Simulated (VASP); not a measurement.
# TePb (Fm-3m) in VASP: further runs

The runs below take TePb through single point, with revpbe exchange, lda correlation.

Program: VASP 6.6.1. These are calculated values, not measurements. Logs are shortened: lines on timing, memory, paths and dates and some standing lists are left out, and cuts for length are marked.

## Step 1: The cell of the first run

Symmetry: Fm-3m, No. 225, cubic system. Conventional cell: a = 6.505 Å, b = 6.505 Å, c = 6.505 Å, α = 90.00°, β = 90.00°, γ = 90.00°. Within 4.3 Å of Pb (site symmetry m-3m) lie 6 Te at 3.25 Å. Te (site symmetry m-3m) has 6 Pb at 3.25 Å within 4.3 Å.

## Step 2: Single point, revpbe exchange, lda correlation (34.40 Å³/atom)

The input, INCAR:

```
SYSTEM = TePb
PREC     = Accurate       ! precision mode
ENCUT    = 500            ! plane-wave cutoff, eV
EDIFF    = 1E-6           ! SCF threshold, eV
ISMEAR   = 0              ! smearing method
SIGMA    = 0.01           ! smearing width, eV
LREAL    = .False.        ! projectors in reciprocal space
LASPH    = .True.         ! aspherical terms in the spheres
NELM     = 120            ! most SCF steps
ALGO     = Normal         ! electronic algorithm
ISIF     = 2              ! what is computed and relaxed
LWAVE    = .False.        ! write WAVECAR
LCHARG   = .True.         ! write CHGCAR
GGA      = LIBXC          ! functional
LIBXC1   = GGA_X_PBE_R  
LIBXC2   = LDA_C_PW     
LELF     = .True.         ! ELF
LVHAR    = .True.       
NBANDS   = 17             ! bands
GGA_COMPAT= .False.
```

The input, KPOINTS:

```
Automatic mesh
0
Gamma
  7 7 7
  0 0 0
```

The input, POSCAR:

```
TePb
1.0
    0.0000000000      3.2523979746      3.2523979746
    3.2523979746      0.0000000000      3.2523979746
    3.2523979746      3.2523979746      0.0000000000
Pb Te
1 1
Direct
    0.0000000000      0.0000000000      0.0000000000
    0.5000000000      0.5000000000      0.5000000000
```

Potentials or basis: VASP PAW PBE potentials, release 64 (Pb_d, Te).

Command:

```bash
> cat potpaw_PBE.64/Pb_d/POTCAR potpaw_PBE.64/Te/POTCAR > POTCAR
> mpirun -np 1 vasp_std > vasp.out
```

OUTCAR:

```text
SYSTEM = TePb
   PREC = Accurate
   ENCUT = 500
   EDIFF = 1E-6
   ISMEAR = 0
   LREAL = .False.
   LASPH = .True.
   NELM = 120
   ISIF = 2
   GGA = LIBXC

 ion  position               nearest neighbor table
   1  0.000  0.000  0.000-   2 3.25   2 3.25   2 3.25   2 3.25   2 3.25   2 3.25
   2  0.500  0.500  0.500-   1 3.25   1 3.25   1 3.25   1 3.25   1 3.25   1 3.25

  LATTYP: Found a face centered cubic cell.
 ALAT       =     6.5047959492

  Lattice vectors:

 A1 = (   0.0000000000,   3.2523979746,   3.2523979746)
 A2 = (   3.2523979746,   0.0000000000,   3.2523979746)
 A3 = (   3.2523979746,   3.2523979746,   0.0000000000)

Analysis of symmetry for initial positions (statically):
=====================================================================
 Subroutine PRICEL returns:
 Original cell was already a primitive cell.

 Routine SETGRP: Setting up the symmetry group for a
 face centered cubic supercell.

 Subroutine GETGRP returns: Found 48 space group operations
 (whereof 48 operations were pure point group operations)
 out of a pool of 48 trial point group operations.

The static configuration has the point symmetry O_h .

Analysis of symmetry for dynamics (positions and initial velocities):
=====================================================================
 Subroutine PRICEL returns:
 Original cell was already a primitive cell.

 Routine SETGRP: Setting up the symmetry group for a
 face centered cubic supercell.

 Subroutine GETGRP returns: Found 48 space group operations
 (whereof 48 operations were pure point group operations)
 out of a pool of 48 trial point group operations.

The dynamic configuration has the point symmetry O_h .

 Subroutine INISYM returns: Found 48 space group operations
 (whereof 48 operations are pure point group operations),
 and found     1 'primitive' translations

----------------------------------------------------------------------------------------

                                     Primitive cell

  volume of cell :      68.8083

  direct lattice vectors                    reciprocal lattice vectors
     0.000000000  3.252397975  3.252397975    -0.153732724  0.153732724  0.153732724
     3.252397975  0.000000000  3.252397975     0.153732724 -0.153732724  0.153732724
     3.252397975  3.252397975  0.000000000     0.153732724  0.153732724 -0.153732724

  length of vectors
     4.599585326  4.599585326  4.599585326     0.266272889  0.266272889  0.266272889

  position of ions in fractional coordinates (direct lattice)
     0.000000000  0.000000000  0.000000000
     0.500000000  0.500000000  0.500000000

  ion indices of the primitive-cell ions
   primitive index   ion index
                 1           1
                 2           2

----------------------------------------------------------------------------------------

 KPOINTS: Automatic mesh

Automatic generation of k-mesh.
 Grid dimensions read from file:
 generate k-points for:    7    7    7

 Generating k-lattice:

  Cartesian coordinates                     Fractional coordinates (reciprocal lattice)
    -0.021961818  0.021961818  0.021961818     0.142857143  0.000000000  0.000000000
     0.021961818 -0.021961818  0.021961818     0.000000000  0.142857143  0.000000000
     0.021961818  0.021961818 -0.021961818     0.000000000  0.000000000  0.142857143

  Length of vectors
     0.038038984  0.038038984  0.038038984

  Shift w.r.t. Gamma in fractional coordinates (k-lattice)
     0.000000000  0.000000000  0.000000000

 Subroutine IBZKPT returns following result:
 ===========================================

 Found     20 irreducible k-points:

 Following reciprocal coordinates:
            Coordinates               Weight
  0.000000  0.000000  0.000000      1.000000
  0.142857  0.000000  0.000000      8.000000
  0.285714  0.000000  0.000000      8.000000
  0.428571  0.000000  0.000000      8.000000
  0.142857  0.142857  0.000000      6.000000
  0.285714  0.142857  0.000000     24.000000
[... 12 lines left out ...]
 -0.428571  0.428571  0.142857     24.000000
 -0.285714  0.428571  0.142857     24.000000
   k-points           NKPTS =     20   k-points in BZ     NKDIM =     20   number of bands    NBANDS=     17
   number of dos      NEDOS =    301   number of ions     NIONS =      2
   total plane-waves  NPLWV =  46656
   dimension x,y,z NGX =    36 NGY =   36 NGZ =   36
   dimension x,y,z NGXF=    72 NGYF=   72 NGZF=   72
   ions per type =               1   1
   NGX,Y,Z   is equivalent  to a cutoff of  13.01, 13.01, 13.01 a.u.
   NGXF,Y,Z  is equivalent  to a cutoff of  26.02, 26.02, 26.02 a.u.
 SYSTEM =  TePb
   PREC   = accura    normal or accurate (medium, high low for compatibility)
   ISTART =      0    job   : 0-new  1-cont  2-samecut
   ICHARG =      2    charge: 1-file 2-atom 10-const
   ISPIN  =      1    spin polarized calculation?
   LNONCOLLINEAR =      F non collinear calculations
   LSORBIT =      F    spin-orbit coupling
   LASPH  =      T    aspherical Exc in radial PAW
   ENCUT  =  500.0 eV  36.75 Ry    6.06 a.u.   8.39  8.39  8.39*2*pi/ulx,y,z
   NELM   =    120;   NELMIN=  2; NELMDL= -5     # of ELM steps
   EDIFF  = 0.1E-05   stopping-criterion for ELM
   LREAL  =      F    real-space projection
   EDIFFG = 0.1E-04   stopping-criterion for IOM
   NSW    =      0    number of steps for IOM
   IBRION =     -1    ionic relax: 0-MD 1-quasi-New 2-CG
   NFREE  =      0    steps in history (QN), initial steepest desc. (CG)
   ISIF   =      2    stress and relaxation
   ISYM   =      2    0-nonsym 1-usesym 2-fastsym
   POTIM  = 0.5000    time-step for ionic-motion
   TEBEG  =    0.0;   TEEND  =   0.0 temperature during run
   PSTRESS=    0.0 pullay stress
   NELECT =      20.0000    total number of electrons
   NUPDOWN=      -1.0000    fix difference up-down
   EMIN   =  10.00;   EMAX   =-10.00  energy-range for DOS
   EFERMI =   0.00;   METHOD = LEGACY
   ISMEAR =     0;   SIGMA  =   0.01  broadening in eV -4-tet -1-fermi 0-gaus
   EFERMI_NEDOS =   21; number of points for ismear=-14 and -15
   IALGO  =     38    algorithm
   IMIX   =      4    mixing-type and parameters
     AMIX     =   0.40;   BMIX     =  1.00
     AMIX_MAG =   1.60;   BMIX_MAG =  1.00
  volume/ion in A,a.u.               =      34.40       232.17
  Fermi-wavevector in a.u.,A,eV,Ry     =   1.084437  2.049290 16.000512  1.176004
  Thomas-Fermi vector in A             =   2.220527
   LORBIT       =      0    0 simple, 1 ext, 2 COOP (PROOUT), +10 PAW based schemes
   GGA     = LIBXC    functional components
   LHFCALC =     F    Hartree Fock is set to
   AEXX    =    0.0000 exact exchange contribution
   IVDW    =     0    specifies the selected vdW correction
   LEPSILON=     F    determine dielectric tensor
   LRPA    =     F    only Hartree local field effects (RPA)
 non-spin polarized calculation
 Gauss-broadening in eV      SIGMA  =   0.01
  energy-cutoff  :      500.00
  volume of cell :       68.81
 maximum number of plane-waves:      1807
 NGX is ok and might be reduce to    36
   NGX = 17   NGY = 17   NGZ = 17

 number of electron      20.0000003 magnetization

 Free energy of the ion-electron system (eV)
  ---------------------------------------------------
  ext. energy  EPLUGINS =         0.00000000
  ---------------------------------------------------
  free energy    TOTEN  =        -5.34018886 eV

  energy without entropy =       -5.34018886  energy(sigma->0) =       -5.34018886

 E-fermi :   5.5252     XC(G=0):  -8.7992

 val. band max:        5.4133244932   @ k =   0.4286   0.0000   0.0000
 cond. band min:       6.6652237384   @ k =   0.4286   0.0000   0.0000
 fundamental gap:      1.2518992452
 Fermi energy:         5.5251648432

 k-point     1 :       0.0000    0.0000    0.0000
  band No.  band energies     occupation
      1     -11.4619      2.00000
      2     -11.4619      2.00000
      3     -11.4560      2.00000
      4     -11.4560      2.00000
      5     -11.4560      2.00000
      6      -6.3510      2.00000
[... 9 lines left out ...]
     16      11.6832      0.00000
     17      13.6853      0.00000

 k-point     2 :       0.1429    0.0000    0.0000
  band No.  band energies     occupation
      1     -11.4639      2.00000
      2     -11.4639      2.00000
      3     -11.4555      2.00000
      4     -11.4535      2.00000
      5     -11.4535      2.00000
      6      -6.1843      2.00000
[... 9 lines left out ...]
     16      12.0406      0.00000
     17      14.6914      0.00000

 k-point     3 :       0.2857    0.0000    0.0000
  band No.  band energies     occupation
      1     -11.4694      2.00000
      2     -11.4694      2.00000
      3     -11.4544      2.00000
      4     -11.4472      2.00000
      5     -11.4472      2.00000
      6      -5.7142      2.00000
[... 9 lines left out ...]
     16      13.0202      0.00000
     17      16.6951      0.00000

 k-point     4 :       0.4286    0.0000    0.0000
  band No.  band energies     occupation
      1     -11.4740      2.00000
      2     -11.4740      2.00000
      3     -11.4536      2.00000
      4     -11.4419      2.00000
      5     -11.4419      2.00000
      6      -5.1198      2.00000
[... 9 lines left out ...]
     16      14.4517      0.00000
     17      15.8284      0.00000
[... 263 lines left out ...]
      1     -11.4881      2.00000
      2     -11.4667      2.00000
      3     -11.4518      2.00000
      4     -11.4452      2.00000
      5     -11.4389      2.00000
      6      -4.8721      2.00000
[... 9 lines left out ...]
     16      15.1846      0.00000
     17      16.1459      0.00000

 k-point    19 :      -0.4286    0.4286    0.1429
  band No.  band energies     occupation
      1     -11.5018      2.00000
      2     -11.4589      2.00000
      3     -11.4583      2.00000
      4     -11.4403      2.00000
      5     -11.4353      2.00000
      6      -4.7867      2.00000
[... 9 lines left out ...]
     16      15.8673      0.00000
     17      16.6231      0.00000

 k-point    20 :      -0.2857    0.4286    0.1429
  band No.  band energies     occupation
      1     -11.4966      2.00000
      2     -11.4635      2.00000
      3     -11.4519      2.00000
      4     -11.4461      2.00000
      5     -11.4354      2.00000
      6      -4.6631      2.00000
[... 9 lines left out ...]
     16      16.0787      0.00000
     17      16.4677      0.00000

------------------------ aborting loop because EDIFF is reached ----------------------------------------

  FORCE on cell =-STRESS in cart. coord.  units (eV):
  Direction    XX          YY          ZZ          XY          YZ          ZX
  --------------------------------------------------------------------------------------
  -------------------------------------------------------------------------------------
  Total        3.0548350      3.0548350      3.0548350      0.0000000     -0.0000000      0.0000000
  in kB       71.1307348     71.1307348     71.1307348      0.0000000     -0.0000000      0.0000000
  external PRESSURE =      71.1307348 kB  Pullay stress =       0.0000000 kB

 VOLUME and BASIS-vectors are now :
 -----------------------------------------------------------------------------
  energy-cutoff  :      500.00
  volume of cell :       68.81
      direct lattice vectors                 reciprocal lattice vectors
     0.000000000  3.252397975  3.252397975    -0.153732724  0.153732724  0.153732724
     3.252397975  0.000000000  3.252397975     0.153732724 -0.153732724  0.153732724
     3.252397975  3.252397975  0.000000000     0.153732724  0.153732724 -0.153732724

 POSITION                                       TOTAL-FORCE (eV/Angst)
 -----------------------------------------------------------------------------------
      0.00000      0.00000      0.00000         0.000000      0.000000      0.000000
      3.25240      3.25240      3.25240        -0.000000     -0.000000     -0.000000
 -----------------------------------------------------------------------------------
    total drift:                               -0.000000      0.000000      0.000000

  FREE ENERGIE OF THE ION-ELECTRON SYSTEM (eV)
  ---------------------------------------------------
  free  energy   TOTEN  =        -5.3401888624 eV

  energy  without entropy=       -5.3401888624  energy(sigma->0) =       -5.34018886
```

Run time: 28 s. Hardware: 1 thread of AMD EPYC 7R43 (Zen 3), shared host; peak memory 0.17 GiB.

Results:

```yaml
Free_energy: -5.3402 eV
Pressure: 7.1 GPa
```

Levels at points of the mesh, in eV from the Fermi level:
| k point | band 6 | band 7 | band 8 | band 9 | band 10 | band 11 | band 12 | band 13 | band 14 | band 15 |
| --- | --- | --- | --- | --- | --- | --- | --- | --- | --- | --- |
| (0.00, 0.00, 0.00) | -11.88 | -5.84 | -1.31 | -1.31 | -1.31 | 4.01 | 4.01 | 4.01 | 6.16 | 6.16 |

Caveat: this odd mesh misses L, so gap, dielectric constants and Born charges aren't listed; the cell stands under pressure; the PAW data sets were made with another functional, which shifts forces and pressure a little; spin-orbit coupling is left out, which moves the levels of the heavy elements.

## Step 3: Single point, revpbe exchange, lda correlation (35.08 Å³/atom)

This run uses another cell than the first one, of 35.08 Å³/atom.

The input, INCAR:

```
SYSTEM = TePb
  ALGO = Normal
  EDIFF = 1E-6
  ENCUT = 500
  GGA = LIBXC
  GGA_COMPAT = .FALSE.
  ISIF = 2
  ISMEAR = 0
  LASPH = .TRUE.
  LCHARG = .FALSE.
  LIBXC1 = GGA_X_PBE_R
  LIBXC2 = LDA_C_PW
  LREAL = .FALSE.
  LWAVE = .FALSE.
  NBANDS = 17
  NELM = 120
  PREC = Accurate
  SIGMA = 0.01
```

The input, KPOINTS:

```
k-points
0
G
  7 7 7
  0 0 0
```

The input, POSCAR:

```
TePb
1.0
    0.0000000000      3.2735180337      3.2735180337
    3.2735180337      0.0000000000      3.2735180337
    3.2735180337      3.2735180337      0.0000000000
Pb Te
1 1
Direct
    0.0000000000      0.0000000000      0.0000000000
    0.5000000000      0.5000000000      0.5000000000
```

Potentials or basis: VASP PAW PBE potentials, release 64 (Pb_d, Te).

Command:

```bash
> cat potpaw_PBE.64/Pb_d/POTCAR potpaw_PBE.64/Te/POTCAR > POTCAR
> mpirun -np 1 vasp_std > vasp.out
```

Wall time 28 s (1 thread of AMD EPYC 7R43 (Zen 3), shared host); peak memory 0.17 GiB.

The run converged. Its results:

| Quantity | Value |
| --- | --- |
| Free energy | -5.3960 eV |
| Pressure | 6.1 GPa |

Levels at points of the mesh, in eV from the Fermi level:
| k point | band 8 | band 9 | band 10 | band 11 | band 12 | band 13 |
| --- | --- | --- | --- | --- | --- | --- |
| (0.00, 0.00, 0.00) | -1.24 | -1.24 | -1.24 | 3.98 | 3.98 | 3.98 |

Caveat: this odd mesh misses L, so gap, dielectric constants and Born charges aren't listed; the cell stands under pressure; the PAW data sets were made with another functional, which shifts forces and pressure a little; spin-orbit coupling is left out, which moves the levels of the heavy elements.
